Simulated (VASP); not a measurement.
# Ti in VASP: further runs

Ti is run at these levels: r2SCAN; tasks: single point, relaxation of cell and atoms.

Everything below comes from runs of VASP 6.6.1. Logs are shortened: lines on timing, memory, paths and dates and some standing lists are left out, and cuts for length are marked.

### 1 The cell of the first run

Symmetry: Fm-3m, No. 225, cubic system. The conventional cell has a = 4.110 Å, b = 4.110 Å, c = 4.110 Å, α = 90.00°, β = 90.00°, γ = 90.00°. Ti (site symmetry m-3m) has 12 Ti at 2.91 Å within 3.8 Å.

This isn't the form of Ti at room conditions, which is hcp.

### 2 Single point, r2SCAN

POSCAR reads:

```
Ti
1.0
    0.0000000000      2.0552051652      2.0552051652
    2.0552051652      0.0000000000      2.0552051652
    2.0552051652      2.0552051652      0.0000000000
Ti
1
Direct
    0.0000000000      0.0000000000      0.0000000000
```

INCAR.step1 reads:

```
PREC = Accurate ; ENCUT = 520
ISMEAR = 0 ; SIGMA = 0.1
LREAL = False ; LASPH = True
NELM = 80 ; NBANDS = 12
GGA = PE ; ALGO = Normal
EDIFF = 1E-4 ; LWAVE = True
LCHARG = False
```

INCAR.step2 reads:

```
PREC = Accurate ; ENCUT = 520
EDIFF = 1E-6 ; ISMEAR = 0
SIGMA = 0.1 ; LREAL = False
LASPH = True ; NELM = 80
ALGO = Normal ; ISIF = 2
LWAVE = False ; LCHARG = False
METAGGA = R2SCAN ; LMIXTAU = True
NBANDS = 12 ; ISTART = 1
```

KPOINTS reads:

```
Automatic mesh
0
Gamma
  24 24 24
```

Potentials or basis: VASP PAW PBE potentials, release 64 (Ti_sv).

Started as:

```
cat potpaw_PBE.64/Ti_sv/POTCAR > POTCAR
cp INCAR.step1 INCAR
mpirun -np 1 vasp_std > vasp.out
cp INCAR.step2 INCAR
mpirun -np 1 vasp_std > vasp.out
```

OUTCAR:

```text
PREC = Accurate
   ENCUT = 520
   EDIFF = 1E-6
   ISMEAR = 0
   LREAL = False
   LASPH = True
   NELM = 80
   ISIF = 2
   METAGGA = R2SCAN
   ISTART = 1

 ion  position               nearest neighbor table
   1  0.000  0.000  0.000-

  LATTYP: Found a face centered cubic cell.
 ALAT       =     4.1104103304

  Lattice vectors:

 A1 = (   0.0000000000,   2.0552051652,   2.0552051652)
 A2 = (   2.0552051652,   0.0000000000,   2.0552051652)
 A3 = (   2.0552051652,   2.0552051652,   0.0000000000)

Analysis of symmetry for initial positions (statically):
=====================================================================
 Subroutine PRICEL returns:
 Original cell was already a primitive cell.

 Routine SETGRP: Setting up the symmetry group for a
 face centered cubic supercell.

 Subroutine GETGRP returns: Found 48 space group operations
 (whereof 48 operations were pure point group operations)
 out of a pool of 48 trial point group operations.

The static configuration has the point symmetry O_h .

Analysis of symmetry for dynamics (positions and initial velocities):
=====================================================================
 Subroutine PRICEL returns:
 Original cell was already a primitive cell.

 Routine SETGRP: Setting up the symmetry group for a
 face centered cubic supercell.

 Subroutine GETGRP returns: Found 48 space group operations
 (whereof 48 operations were pure point group operations)
 out of a pool of 48 trial point group operations.

The dynamic configuration has the point symmetry O_h .

 Subroutine INISYM returns: Found 48 space group operations
 (whereof 48 operations are pure point group operations),
 and found     1 'primitive' translations

----------------------------------------------------------------------------------------

                                     Primitive cell

  volume of cell :      17.3618

  direct lattice vectors                    reciprocal lattice vectors
     0.000000000  2.055205165  2.055205165    -0.243284714  0.243284714  0.243284714
     2.055205165  0.000000000  2.055205165     0.243284714 -0.243284714  0.243284714
     2.055205165  2.055205165  0.000000000     0.243284714  0.243284714 -0.243284714

  length of vectors
     2.906499018  2.906499018  2.906499018     0.421381485  0.421381485  0.421381485

  position of ions in fractional coordinates (direct lattice)
     0.000000000  0.000000000  0.000000000

  ion indices of the primitive-cell ions
   primitive index   ion index
                 1           1

----------------------------------------------------------------------------------------

 KPOINTS: Automatic mesh

Automatic generation of k-mesh.
 Grid dimensions read from file:
 generate k-points for:   24   24   24

 Generating k-lattice:

  Cartesian coordinates                     Fractional coordinates (reciprocal lattice)
    -0.010136863  0.010136863  0.010136863     0.041666667  0.000000000  0.000000000
     0.010136863 -0.010136863  0.010136863     0.000000000  0.041666667  0.000000000
     0.010136863  0.010136863 -0.010136863     0.000000000  0.000000000  0.041666667

  Length of vectors
     0.017557562  0.017557562  0.017557562

  Shift w.r.t. Gamma in fractional coordinates (k-lattice)
     0.000000000  0.000000000  0.000000000

 Subroutine IBZKPT returns following result:
 ===========================================

 Found    413 irreducible k-points:

 Following reciprocal coordinates:
            Coordinates               Weight
  0.000000  0.000000  0.000000      1.000000
  0.041667  0.000000  0.000000      8.000000
  0.083333  0.000000  0.000000      8.000000
  0.125000  0.000000  0.000000      8.000000
  0.166667  0.000000  0.000000      8.000000
  0.208333  0.000000  0.000000      8.000000
[... 16 lines left out ...]
  0.416667  0.041667  0.000000     24.000000
  0.458333  0.041667  0.000000     24.000000
 [... further k-points ...]
   k-points           NKPTS =    413   k-points in BZ     NKDIM =    413   number of bands    NBANDS=     12
   number of dos      NEDOS =    301   number of ions     NIONS =      1
   total plane-waves  NPLWV =  13824
   dimension x,y,z NGX =    24 NGY =   24 NGZ =   24
   dimension x,y,z NGXF=    48 NGYF=   48 NGZF=   48
   ions per type =               1
   NGX,Y,Z   is equivalent  to a cutoff of  13.73, 13.73, 13.73 a.u.
   NGXF,Y,Z  is equivalent  to a cutoff of  27.46, 27.46, 27.46 a.u.
 SYSTEM =  unknown system
   PREC   = accura    normal or accurate (medium, high low for compatibility)
   ISTART =      1    job   : 0-new  1-cont  2-samecut
   ICHARG =      0    charge: 1-file 2-atom 10-const
   ISPIN  =      1    spin polarized calculation?
   LNONCOLLINEAR =      F non collinear calculations
   LSORBIT =      F    spin-orbit coupling
   LASPH  =      T    aspherical Exc in radial PAW
   ENCUT  =  520.0 eV  38.22 Ry    6.18 a.u.   5.40  5.40  5.40*2*pi/ulx,y,z
   NELM   =     80;   NELMIN=  2; NELMDL=  0     # of ELM steps
   EDIFF  = 0.1E-05   stopping-criterion for ELM
   LREAL  =      F    real-space projection
   EDIFFG = 0.1E-04   stopping-criterion for IOM
   NSW    =      0    number of steps for IOM
   IBRION =     -1    ionic relax: 0-MD 1-quasi-New 2-CG
   NFREE  =      0    steps in history (QN), initial steepest desc. (CG)
   ISIF   =      2    stress and relaxation
   ISYM   =      2    0-nonsym 1-usesym 2-fastsym
   POTIM  = 0.5000    time-step for ionic-motion
   TEBEG  =    0.0;   TEEND  =   0.0 temperature during run
   PSTRESS=    0.0 pullay stress
   NELECT =      12.0000    total number of electrons
   NUPDOWN=      -1.0000    fix difference up-down
   EMIN   =  10.00;   EMAX   =-10.00  energy-range for DOS
   EFERMI =   0.00;   METHOD = LEGACY
   ISMEAR =     0;   SIGMA  =   0.10  broadening in eV -4-tet -1-fermi 0-gaus
   EFERMI_NEDOS =   21; number of points for ismear=-14 and -15
   IALGO  =     38    algorithm
   IMIX   =      4    mixing-type and parameters
     AMIX     =   0.40;   BMIX     =  1.00
     AMIX_MAG =   1.60;   BMIX_MAG =  1.00
  volume/ion in A,a.u.               =      17.36       117.16
  Fermi-wavevector in a.u.,A,eV,Ry     =   1.447449  2.735283 28.505700  2.095110
  Thomas-Fermi vector in A             =   2.565403
   LORBIT       =      0    0 simple, 1 ext, 2 COOP (PROOUT), +10 PAW based schemes
   METAGGA = R2SCAN    functional components
   LHFCALC =     F    Hartree Fock is set to
   AEXX    =    0.0000 exact exchange contribution
   IVDW    =     0    specifies the selected vdW correction
   LEPSILON=     F    determine dielectric tensor
   LRPA    =     F    only Hartree local field effects (RPA)
 non-spin polarized calculation
 Gauss-broadening in eV      SIGMA  =   0.10
  energy-cutoff  :      520.00
  volume of cell :       17.36
 maximum number of plane-waves:       489
 NGX is ok and might be reduce to    24

 number of electron      12.0000002 magnetization

 Free energy of the ion-electron system (eV)
  ---------------------------------------------------
  ext. energy  EPLUGINS =         0.00000000
  ---------------------------------------------------
  free energy    TOTEN  =       -12.88357891 eV

  energy without entropy =      -12.87586380  energy(sigma->0) =      -12.87972136

 E-fermi :   8.2326     XC(G=0): -12.4145

 val. band max:        8.2295116609   @ k =  -0.3333   0.4167   0.1667
 cond. band min:       8.2386126177   @ k =  -0.3333   0.2917   0.0417
 fundamental gap:      0.0091009567
 Fermi energy:         8.2326074870

 k-point     1 :       0.0000    0.0000    0.0000
  band No.  band energies     occupation
      1     -50.8128      2.00000
      2     -25.6154      2.00000
      3     -25.6153      2.00000
      4     -25.6153      2.00000
      5       1.7639      2.00000
      6       9.2345      0.00000
      7       9.2345      0.00000
      8       9.2345      0.00000
      9      11.0405      0.00000
     10      11.0405      0.00000
     11      24.0202      0.00000
     12      28.9109      0.00000

 k-point     2 :       0.0417    0.0000    0.0000
  band No.  band energies     occupation
      1     -50.8107      2.00000
      2     -25.6277      2.00000
      3     -25.6169      2.00000
      4     -25.6169      2.00000
      5       1.8225      2.00000
      6       9.1956      0.00000
      7       9.2560      0.00000
      8       9.2560      0.00000
      9      11.0257      0.00000
     10      11.0257      0.00000
     11      24.0698      0.00000
     12      28.3647      0.00000

 k-point     3 :       0.0833    0.0000    0.0000
  band No.  band energies     occupation
      1     -50.8043      2.00000
      2     -25.6638      2.00000
      3     -25.6214      2.00000
      4     -25.6214      2.00000
      5       1.9963      2.00000
      6       9.0847      0.00000
      7       9.3162      0.00000
      8       9.3162      0.00000
      9      10.9871      0.00000
     10      10.9871      0.00000
     11      24.1882      0.00000
     12      27.2462      0.00000
[... 286 lines left out ...]
 k-point    23 :       0.4167    0.0417    0.0000
  band No.  band energies     occupation
      1     -50.6948      2.00000
      2     -26.2493      2.00000
      3     -25.7026      2.00000
      4     -25.6992      2.00000
      5       5.3021      2.00000
      6       8.3082      0.28500
      7       9.2050      0.00000
      8       9.2904      0.00000
      9      11.8188      0.00000
     10      11.9333      0.00000
     11      17.8330      0.00000
     12      23.6319      0.00000

 k-point    24 :       0.4583    0.0417    0.0000
  band No.  band energies     occupation
      1     -50.6870      2.00000
      2     -26.2895      2.00000
      3     -25.7066      2.00000
      4     -25.7060      2.00000
      5       5.4905      2.00000
      6       8.4746      0.00062
      7       9.1661      0.00000
      8       9.2328      0.00000
      9      12.0197      0.00000
     10      12.0415      0.00000
     11      17.1671      0.00000
     12      23.4262      0.00000

 [... further k-points ...]

------------------------ aborting loop because EDIFF is reached ----------------------------------------

  FORCE on cell =-STRESS in cart. coord.  units (eV):
  Direction    XX          YY          ZZ          XY          YZ          ZX
  --------------------------------------------------------------------------------------
  -------------------------------------------------------------------------------------
  Total        0.0421585      0.0421585      0.0421585     -0.0000000      0.0000000      0.0000000
  in kB        3.8904566      3.8904566      3.8904566     -0.0000000      0.0000000      0.0000000
  external PRESSURE =       3.8904566 kB  Pullay stress =       0.0000000 kB

 VOLUME and BASIS-vectors are now :
 -----------------------------------------------------------------------------
  energy-cutoff  :      520.00
  volume of cell :       17.36
      direct lattice vectors                 reciprocal lattice vectors
     0.000000000  2.055205165  2.055205165    -0.243284714  0.243284714  0.243284714
     2.055205165  0.000000000  2.055205165     0.243284714 -0.243284714  0.243284714
     2.055205165  2.055205165  0.000000000     0.243284714  0.243284714 -0.243284714

 POSITION                                       TOTAL-FORCE (eV/Angst)
 -----------------------------------------------------------------------------------
      0.00000      0.00000      0.00000         0.000000      0.000000      0.000000
 -----------------------------------------------------------------------------------
    total drift:                               -0.000000      0.000000      0.000000

  FREE ENERGIE OF THE ION-ELECTRON SYSTEM (eV)
  ---------------------------------------------------
  free  energy   TOTEN  =       -12.8835789135 eV

  energy  without entropy=      -12.8758638006  energy(sigma->0) =      -12.87972136
```

It took 4.6 min on 1 thread of Intel Xeon 8259CL, shared host; peak memory 0.21 GiB.

Results:

```yaml
Free_energy: -12.8836 eV
Pressure: 0.4 GPa
Band_gap_on_the_k_mesh: zero (bands 6 and 7 overlap by 1.42 eV)
```

Caveat: the PAW data sets were made with another functional, which shifts forces and pressure a little.

### 3 Single point, r2SCAN

This run uses another cell than the first one: it holds 4 atoms, not 1.

POSCAR reads:

```
Ti
1.0
    2.0562324785     -2.0475226356      0.0000000000
    2.0562324785      2.0475226356      0.0000000000
    0.0000000000      0.0000000000      8.2730993993
Ti
4
Direct
    0.7500110543      0.2499889457      0.1249967123
    0.7499889457      0.2500110543      0.6249967123
    0.2499889457      0.7500110543      0.8750032877
    0.2500110543      0.7499889457      0.3750032877
```

INCAR.step1 reads:

```
PREC = Accurate
ENCUT = 520
ISMEAR = 0
SIGMA = 0.1
LREAL = F
LASPH = T
NELM = 100
NBANDS = 32
GGA = PE
ALGO = Normal
EDIFF = 1E-4
LWAVE = T
LCHARG = F
```

INCAR.step2 reads:

```
PREC = Accurate
ENCUT = 520
EDIFF = 1E-6
ISMEAR = 0
SIGMA = 0.1
LREAL = F
LASPH = T
NELM = 100
ALGO = Normal
ISIF = 2
LWAVE = F
LCHARG = F
METAGGA = R2SCAN
LMIXTAU = T
NBANDS = 32
ISTART = 1
```

KPOINTS reads:

```
Automatic mesh
0
Gamma
  6 6 4
```

Potentials or basis: VASP PAW PBE potentials, release 64 (Ti_sv).

Started as:

```
cat potpaw_PBE.64/Ti_sv/POTCAR > POTCAR
cp INCAR.step1 INCAR
mpirun -np 1 vasp_std > vasp.out
cp INCAR.step2 INCAR
mpirun -np 1 vasp_std > vasp.out
```

OUTCAR:

```text
PREC = Accurate
   ENCUT = 520
   EDIFF = 1E-6
   ISMEAR = 0
   LREAL = F
   LASPH = T
   NELM = 100
   ISIF = 2
   METAGGA = R2SCAN
   ISTART = 1

 ion  position               nearest neighbor table
   1  0.750  0.250  0.125-   3 2.91   3 2.91   4 2.91   4 2.91   3 2.92   3 2.92   4 2.92   4 2.92

   2  0.750  0.250  0.625-   4 2.91   4 2.91   3 2.91   3 2.91   4 2.92   4 2.92   3 2.92   3 2.92

   3  0.250  0.750  0.875-   1 2.91   1 2.91   2 2.91   2 2.91   1 2.92   1 2.92   2 2.92   2 2.92

[... 1047 lines left out ...]
  --------------------------------------------------------------------------------------
  -------------------------------------------------------------------------------------
  Total        0.0370648      0.0924477      0.0131059      0.0000000     -0.0000000      0.0000000
  in kB        0.8524578      2.1262161      0.3014251      0.0000000     -0.0000000      0.0000000
  external PRESSURE =       1.0933663 kB  Pullay stress =       0.0000000 kB

 VOLUME and BASIS-vectors are now :
 -----------------------------------------------------------------------------
  energy-cutoff  :      520.00
  volume of cell :       69.66
      direct lattice vectors                 reciprocal lattice vectors
     2.056232479 -2.047522636  0.000000000     0.243163166 -0.244197545  0.000000000
     2.056232479  2.047522636  0.000000000     0.243163166  0.244197545  0.000000000
     0.000000000  0.000000000  8.273099399     0.000000000  0.000000000  0.120873684

 POSITION                                       TOTAL-FORCE (eV/Angst)
 -----------------------------------------------------------------------------------
      2.05623     -1.02381      1.03411         0.000000      0.000162      0.000206
      2.05623     -1.02372      5.17066         0.000000     -0.000162      0.000206
      2.05623      1.02381      7.23899         0.000000     -0.000162     -0.000206
      2.05623      1.02372      3.10244         0.000000      0.000162     -0.000206
 -----------------------------------------------------------------------------------
    total drift:                                0.000000      0.000000     -0.000000

  FREE ENERGIE OF THE ION-ELECTRON SYSTEM (eV)
  ---------------------------------------------------
  free  energy   TOTEN  =       -51.5469634871 eV

  energy  without entropy=      -51.5170948119  energy(sigma->0) =      -51.53202915
```

OUTCAR.step1:

```text
PREC = Accurate
   ENCUT = 520
   ISMEAR = 0
   LREAL = F
[... 1076 lines left out ...]
      2.05623     -1.02381      1.03411         0.000000      0.000152      0.000167
      2.05623     -1.02372      5.17066         0.000000     -0.000152      0.000167
      2.05623      1.02381      7.23899         0.000000     -0.000152     -0.000167
      2.05623      1.02372      3.10244         0.000000      0.000152     -0.000167
 -----------------------------------------------------------------------------------
    total drift:                                0.000000      0.000000     -0.000000

  FREE ENERGIE OF THE ION-ELECTRON SYSTEM (eV)
  ---------------------------------------------------
  free  energy   TOTEN  =       -31.1318364672 eV

  energy  without entropy=      -31.0928073399  energy(sigma->0) =      -31.11232190
```

Run time: 4.7 min. Hardware: 1 thread of Intel Xeon 8259CL, shared host; peak memory 0.22 GiB.

Results:

```yaml
Free_energy: -51.5470 eV
Pressure: 0.1 GPa
Band_gap_on_the_k_mesh: zero (bands 24 and 25 overlap by 1.36 eV)
```

Stress tensor (GPa, compression positive):
```
0.09 0.00 0.00
0.00 0.21 0.00
0.00 0.00 0.03
```

Caveat: the k points lie up to 0.36 Å⁻¹ apart, too coarse for converged energies and pressures of a metal; the PAW data sets were made with another functional, which shifts forces and pressure a little.

(Part 1 of 2 ends here.)

The gap in the log of VASP goes by the Fermi energy; the results here count the filled bands.